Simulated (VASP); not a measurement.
# NaCl (Fm-3m) in VASP: notebook, part 2 of 2

VASP 6.6.1. Earlier steps stand in the parts before.

## Step 4: Single point, PBE (volume scaled by 0.88)

Input file INCAR:

```
SYSTEM = NaCl
ALGO = Normal
EDIFF = 1E-6
ENCUT = 520
GGA = PE
ISIF = 2
ISMEAR = 0
LASPH = .True.
LCHARG = .False.
LREAL = .False.
LWAVE = .False.
NBANDS = 14
NELM = 80
PREC = Accurate
SIGMA = 0.02
```

Input file KPOINTS:

```
k-points
0
Gamma
  8 8 8
  0 0 0
```

Input file POSCAR:

```
NaCl
1.0
    0.0000000000      2.7283240046      2.7283240046
    2.7283240046      0.0000000000      2.7283240046
    2.7283240046      2.7283240046      0.0000000000
Na Cl
1 1
Direct
    0.0000000000      0.0000000000      0.0000000000
    0.5000000000      0.5000000000      0.5000000000
```

Potentials or basis: VASP PAW PBE potentials, release 64 (Na_pv, Cl).

Command:

```
$ cat potpaw_PBE.64/Na_pv/POTCAR potpaw_PBE.64/Cl/POTCAR > POTCAR
$ mpirun -np 1 vasp_std > vasp.out
```

OUTCAR:

```text
SYSTEM = NaCl
   EDIFF = 1E-6
   ENCUT = 520
   GGA = PE
   ISIF = 2
   ISMEAR = 0
   LASPH = .True.
   LREAL = .False.
   NELM = 80
   PREC = Accurate

 ion  position               nearest neighbor table
   1  0.000  0.000  0.000-   2 2.73   2 2.73   2 2.73   2 2.73   2 2.73   2 2.73
   2  0.500  0.500  0.500-   1 2.73   1 2.73   1 2.73   1 2.73   1 2.73   1 2.73

  LATTYP: Found a face centered cubic cell.
 ALAT       =     5.4566480092

  Lattice vectors:

 A1 = (   0.0000000000,   2.7283240046,   2.7283240046)
 A2 = (   2.7283240046,   0.0000000000,   2.7283240046)
 A3 = (   2.7283240046,   2.7283240046,   0.0000000000)

Analysis of symmetry for initial positions (statically):
=====================================================================
 Subroutine PRICEL returns:
 Original cell was already a primitive cell.

 Routine SETGRP: Setting up the symmetry group for a
 face centered cubic supercell.

 Subroutine GETGRP returns: Found 48 space group operations
 (whereof 48 operations were pure point group operations)
 out of a pool of 48 trial point group operations.

The static configuration has the point symmetry O_h .

Analysis of symmetry for dynamics (positions and initial velocities):
=====================================================================
 Subroutine PRICEL returns:
 Original cell was already a primitive cell.

 Routine SETGRP: Setting up the symmetry group for a
 face centered cubic supercell.

 Subroutine GETGRP returns: Found 48 space group operations
 (whereof 48 operations were pure point group operations)
 out of a pool of 48 trial point group operations.

The dynamic configuration has the point symmetry O_h .

 Subroutine INISYM returns: Found 48 space group operations
 (whereof 48 operations are pure point group operations),
 and found     1 'primitive' translations

----------------------------------------------------------------------------------------

                                     Primitive cell
[... 121 lines left out ...]
   LRPA    =     F    only Hartree local field effects (RPA)
 non-spin polarized calculation
 Gauss-broadening in eV      SIGMA  =   0.02
  energy-cutoff  :      520.00
  volume of cell :       40.62
 maximum number of plane-waves:      1108
 NGX is ok and might be reduce to    30
   NGX = 15   NGY = 15   NGZ = 15

 number of electron      13.9999996 magnetization

 Free energy of the ion-electron system (eV)
  ---------------------------------------------------
  ext. energy  EPLUGINS =         0.00000000
  ---------------------------------------------------
  free energy    TOTEN  =        -6.71374352 eV

  energy without entropy =       -6.71374352  energy(sigma->0) =       -6.71374352

 E-fermi :  -0.0017     XC(G=0):  -8.5988

 val. band max:       -0.1166058968   @ k =   0.0000   0.0000   0.0000
 cond. band min:       5.4013380403   @ k =   0.0000   0.0000   0.0000
 fundamental gap:      5.5179439371
 Fermi energy:        -0.0017123370

 k-point     1 :       0.0000    0.0000    0.0000
  band No.  band energies     occupation
      1     -20.7644      2.00000
      2     -20.7643      2.00000
      3     -20.7643      2.00000
      4     -13.0218      2.00000
      5      -0.1166      2.00000
      6      -0.1166      2.00000
      7      -0.1166      2.00000
      8       5.4013      0.00000
      9      11.0895      0.00000
     10      11.0895      0.00000
     11      11.0895      0.00000
     12      13.3855      0.00000
     13      13.3855      0.00000
     14      15.1572      0.00000
[... 377 lines left out ...]
      1     -20.8015      2.00000
      2     -20.7767      2.00000
      3     -20.7708      2.00000
      4     -12.5309      2.00000
      5      -2.0454      2.00000
      6      -1.0220      2.00000
      7      -0.6113      2.00000
      8       8.4627      0.00000
      9       9.8084      0.00000
     10      10.5949      0.00000
     11      11.9778      0.00000
     12      14.7486      0.00000
     13      16.1700      0.00000
     14      17.1195      0.00000

 [... further k-points ...]

------------------------ aborting loop because EDIFF is reached ----------------------------------------

  FORCE on cell =-STRESS in cart. coord.  units (eV):
  Direction    XX          YY          ZZ          XY          YZ          ZX
  --------------------------------------------------------------------------------------
  -------------------------------------------------------------------------------------
  Total        1.0362462      1.0362462      1.0362462      0.0000000     -0.0000000      0.0000000
  in kB       40.8748052     40.8748052     40.8748052      0.0000000     -0.0000000      0.0000000
  external PRESSURE =      40.8748052 kB  Pullay stress =       0.0000000 kB

 VOLUME and BASIS-vectors are now :
 -----------------------------------------------------------------------------
  energy-cutoff  :      520.00
  volume of cell :       40.62
      direct lattice vectors                 reciprocal lattice vectors
     0.000000000  2.728324005  2.728324005    -0.183262691  0.183262691  0.183262691
     2.728324005  0.000000000  2.728324005     0.183262691 -0.183262691  0.183262691
     2.728324005  2.728324005  0.000000000     0.183262691  0.183262691 -0.183262691

 POSITION                                       TOTAL-FORCE (eV/Angst)
 -----------------------------------------------------------------------------------
      0.00000      0.00000      0.00000        -0.000000     -0.000000     -0.000000
      2.72832      2.72832      2.72832         0.000000      0.000000      0.000000
 -----------------------------------------------------------------------------------
    total drift:                               -0.000000      0.000000      0.000000

  FREE ENERGIE OF THE ION-ELECTRON SYSTEM (eV)
  ---------------------------------------------------
  free  energy   TOTEN  =        -6.7137435184 eV

  energy  without entropy=       -6.7137435184  energy(sigma->0) =       -6.71374352
```

OSZICAR:

```text
N       E                     dE             d eps       ncg     rms          rms(c)
DAV:   1     0.100645859594E+03    0.10065E+03   -0.70459E+03   830   0.104E+03
DAV:   2     0.114744868756E+01   -0.99498E+02   -0.91850E+02   878   0.285E+02
DAV:   3    -0.677755687676E+01   -0.79250E+01   -0.78732E+01  1064   0.733E+01
DAV:   4    -0.689532549375E+01   -0.11777E+00   -0.11773E+00   938   0.947E+00
DAV:   5    -0.689779495821E+01   -0.24695E-02   -0.24693E-02  1052   0.141E+00    0.220E+00
DAV:   6    -0.672064454093E+01    0.17715E+00   -0.28136E-01  1008   0.331E+00    0.166E+00
DAV:   7    -0.670887695857E+01    0.11768E-01   -0.80351E-02  1078   0.172E+00    0.113E+00
DAV:   8    -0.671378528803E+01   -0.49083E-02   -0.88077E-03   902   0.846E-01    0.306E-01
DAV:   9    -0.671366432188E+01    0.12097E-03   -0.20923E-04  1040   0.119E-01    0.148E-01
DAV:  10    -0.671374852460E+01   -0.84203E-04   -0.21199E-04   926   0.133E-01    0.463E-02
DAV:  11    -0.671374308727E+01    0.54373E-05   -0.13452E-05  1058   0.391E-02    0.810E-03
DAV:  12    -0.671374351843E+01   -0.43116E-06   -0.14047E-06   926   0.128E-02
   1 F= -.67137435E+01 E0= -.67137435E+01  d E =-.307611E-18
```

stdout:

```text
POSCAR found type information on POSCAR NaCl
 POSCAR found :  2 types and       2 ions
 scaLAPACK will be used
 LDA part: xc-table for (Slater+PW92), standard interpolation
 POSCAR, INCAR and KPOINTS ok, starting setup
 FFT: planning ... GRIDC
 FFT: planning ... GRID_SOFT
 FFT: planning ... GRID
 WAVECAR not read
 entering main loop
```

It took 12 s on 1 thread of AMD EPYC 7R13 (Zen 3), shared host; peak memory 0.13 GiB.

What came out:

* Free energy: -6.7137 eV
* Pressure: 4.1 GPa
* Band gap on the k mesh: 5.52 eV, direct

Levels at points of the mesh, in eV from the valence-band top:
```csv
k point,band 5,band 6,band 7,band 8,band 9,band 10
"(0.00, 0.00, 0.00)",0.00,0.00,0.00,5.52,11.21,11.21
"(0.50, 0.00, 0.00)",-2.24,-0.32,-0.32,7.44,11.21,11.21
"(0.50, 0.50, 0.00)",-1.94,-0.70,-0.70,7.82,7.97,12.05
```

## Step 5: Summary

```tsv
task	cell	cutoff (eV)	gap on the mesh (eV)	pressure (GPa)
relaxation of cell and atoms	relaxed from a = 3.974 Å, angles 60.0°, 2 atoms	600	4.99	0.0
single point	a = 3.902 Å, angles 60.0°, 2 atoms	520	5.37	2.8
single point	a = 3.858 Å, angles 60.0°, 2 atoms	520	5.52	4.1
```

Alike in all rows: level PBE; potentials or basis VASP PAW PBE potentials, release 64 (Na_pv, Cl); no spin polarisation; k mesh 8 × 8 × 8; smearing gaussian 0.02 eV.

Total energies depend on the potentials used, so only differences within one code and one set of settings carry meaning.
